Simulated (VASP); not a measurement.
Write the native input for VASP 6.6.1 that does the following.

* Task: single point
* Functional: PBE
* Potentials or basis: VASP PAW PBE potentials, release 64 (Al, Pt)
* Cutoff: 520 eV
* k mesh: 3 × 3 × 1
* Occupations: fermi-dirac, width 0.15 eV
* Spin: no spin polarisation
* Dipole correction: no
* Further INCAR settings: ALGO = Normal; EDIFF = 1e-06; NBANDS = 35

The structure of Al12Pt lies in POSCAR:

```
Al12Pt
1.0
    5.7275650000      0.0000000000      0.0000000000
    2.8637820000      4.9602170000      0.0000000000
    0.0000000000      0.0000000000     16.6765370000
Al Pt
12 1
Direct
    0.1666666208      0.1666667003      0.0599644878
    0.6666667081      0.1666667003      0.0599644878
    0.1666666712      0.6666665995      0.0599644878
    0.6666667585      0.6666665995      0.0599644878
   -0.1691158457      0.3346399966      0.2012597699
    0.3344716155      0.3346428191      0.2012585706
   -0.1667130616      0.8334205943      0.1969056885
    0.3345232960      0.8309463074      0.2012308671
    0.0122620794      0.0123051068      0.3385393502
    0.4754214321      0.0123095421      0.3385347929
    0.0121651015      0.4756676976      0.3386325350
    0.4999907631      0.5000186484      0.3425437188
    0.8331194205      0.8337332822      0.4326278291
```

One way to write it, as run:

INCAR

```
PREC     = Accurate       # precision mode
ENCUT    = 520            # plane-wave cutoff, eV
EDIFF    = 1E-6           # SCF threshold, eV
ISMEAR   = -1             # smearing method
SIGMA    = 0.15           # smearing width, eV
LREAL    = F              # projectors in reciprocal space
LASPH    = T              # aspherical terms in the spheres
NELM     = 60             # most SCF steps
ALGO     = Normal         # electronic algorithm
ISIF     = 2              # what is computed and relaxed
LWAVE    = F              # write WAVECAR
LCHARG   = F              # write CHGCAR
GGA      = PE             # functional
NBANDS   = 35             # bands
```

KPOINTS

```
Automatic mesh
0
Gamma
  3 3 1
```

Potentials or basis: VASP PAW PBE potentials, release 64 (Al, Pt).

The run is started by

```bash
$ cat potpaw_PBE.64/Al/POTCAR potpaw_PBE.64/Pt/POTCAR > POTCAR
$ mpirun -np 1 vasp_std > vasp.out
```

It gave:

| Item | Value |
| --- | --- |
| Largest force | 0.187 eV/Å |
| Band gap on the k mesh | 0.01 eV, indirect (least direct gap 0.11 eV) |

Caveat: the k points lie up to 0.42 Å⁻¹ apart; spin-orbit coupling is left out, which moves the levels of the heavy elements.

Wall time 100 s on 1 thread of Intel(R) Xeon(R) 6975P-C (Granite Rapids), with other jobs on the host, peak memory 0.61 GiB.
